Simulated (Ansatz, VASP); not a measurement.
## Two plane-wave programs on Nb2SnTe3

The input INCAR:

```
SYSTEM = Nb2SnTe3
ALGO = Normal ; EDIFF = 1E-7
EDIFFG = -0.04 ; ENCUT = 600
GGA = PE ; IBRION = 2
ISIF = 3 ; ISMEAR = 0
LASPH = .TRUE. ; LCHARG = .FALSE.
LREAL = .FALSE. ; LWAVE = .FALSE.
NELM = 80 ; NSW = 90
PREC = Accurate ; SIGMA = 0.1
```

Contents of KPOINTS:

```
k-points
0
G
  4 4 2
  0 0 0
```

File POSCAR:

```
Nb2SnTe3
1.0
    4.0962484500      0.0000000000      0.0000000000
    0.0000000000      4.0962484500      0.0000000000
    0.0000000000      0.0000000000      8.6962792300
Nb Sn Te
2 1 3
Direct
    0.5000000000      0.5000000000      0.7286009800
    0.0000000000      0.0000000000      0.2702390000
    0.0000000000      0.0000000000      0.6251500200
    0.5000000000      0.0000000000      0.9985610200
    0.0000000000      0.5000000000      0.9985610200
    0.5000000000      0.5000000000      0.3788870000
```

Input for Ansatz:

```yaml
crystal:
  lattice:
    - [4.09624845, 0.0, 0.0]
    - [0.0, 4.09624845, 0.0]
    - [0.0, 0.0, 8.69627923]
  atoms:
    - { symbol: Nb, position: [0.5, 0.5, 0.72860098] }
    - { symbol: Nb, position: [0.0, 0.0, 0.270239] }
    - { symbol: Sn, position: [0.0, 0.0, 0.62515002] }
    - { symbol: Te, position: [0.5, 0.0, 0.99856102] }
    - { symbol: Te, position: [0.0, 0.5, 0.99856102] }
    - { symbol: Te, position: [0.5, 0.5, 0.378887] }
basis:
  ecutwfc: 420
kpoints:
  mp_grid: { grid: [4, 4, 2] }
hamiltonian:
  xc: pbe
scf:
  occupations: { method: gaussian, width: 0.1 }
  lower_state_search: "off"
output:
  forces: true
  stress: true
  eigenvalues: true
relax:
  adjacent_minimum: "off"
  f_tol: 0.04
  max_steps: 70
  cell: { stress_tol: 0.4 }
```

Change from the starting cell: species swapped into the Zr2As3S type (P4mm, No. 99).

Alike in both runs: task relaxation of cell and atoms; functional PBE; k mesh 4 × 4 × 2; occupations gaussian, width 0.1 eV; no spin polarisation.

```csv
,VASP,Ansatz
version,VASP 6.6.1,Ansatz 0.2.0
potentials or method,"VASP PAW PBE potentials, release 64 (Nb_sv, Sn_d, Te), cutoff 600 eV","scalar-relativistic, plane waves, PAW"
valence electrons in the cell,58,88
```

|  | VASP | Ansatz | Ansatz less VASP |
| --- | --- | --- | --- |
| gap on the k mesh at the Fermi level, each at its own relaxed structure (eV) | none | none | - |
| relaxed volume (Å³/atom) | 24.85 | 24.89 | +0.039 |
| relaxed cell length with the largest relative difference (Å) | 4.433 | 4.438 | +0.0048 |

A gap of «none» marks a metal or a gap that the smearing closes. VASP's potentials hold 58 valence electrons a cell and Ansatz's 88, so a difference there can come from the potentials and not from the codes.

The k mesh is coarse, so the values compare programs but aren't converged. Neither program's run includes spin-orbit coupling.
